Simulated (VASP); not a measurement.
Input of a VASP 6.6.1 run:

Contents of INCAR:

```
PREC = Accurate
ENCUT = 520
EDIFF = 1E-7
ISMEAR = 0
SIGMA = 0.02
LREAL = F
LASPH = T
NELM = 100
ALGO = Normal
ISIF = 2
LWAVE = F
LCHARG = T
GGA = CA
LELF = T
LVHAR = T
NBANDS = 34
```

KPOINTS

```
Automatic mesh
0
Gamma
  6 6 4
```

File POSCAR:

```
SiO2
1.0
    4.9379244286      0.0000000000      0.0000000000
   -2.4689622143      4.2763679972      0.0000000000
    0.0000000000      0.0000000000      5.6546237355
Si O
3 6
Direct
    0.0000000000      0.5000000000      0.3333333333
    0.5000000000      0.5000000000      0.6666666667
    0.5000000000      0.0000000000      0.0000000000
    0.5887341956      0.7943670978      0.8333333333
    0.7943670978      0.5887341956      0.5000000000
    0.7943670978      0.2056329022      0.1666666667
    0.4112658044      0.2056329022      0.8333333333
    0.2056329022      0.4112658044      0.5000000000
    0.2056329022      0.7943670978      0.1666666667
```

Potentials or basis: VASP PAW LDA potentials, release 64 (Si, O).

Launch:

```sh
$ cat potpaw_LDA.64/Si/POTCAR potpaw_LDA.64/O/POTCAR > POTCAR
$ mpirun -np 1 vasp_std > vasp.out
```

Task: What does it give for the largest force?

Result: 0.008 eV/Å.

Task: Estimate the band gap on the k mesh.

Result: 5.47 eV, indirect (least direct gap 5.57 eV).

Task: What does it give for the pressure?

Result: 2.5 GPa.

Forces on the atoms (eV/Å):
```
Si   0.000  0.000  0.000
Si   0.000  0.000  0.000
Si   0.000  0.000  0.000
O    0.007  0.004  0.000
O    0.000  0.008  0.000
O    0.007 -0.004  0.000
O   -0.007 -0.004  0.000
O    0.000 -0.008  0.000
O   -0.007  0.004  0.000
```

A k mesh can miss the band edges. LDA gaps usually lie below the measured ones, often by a third to a half.
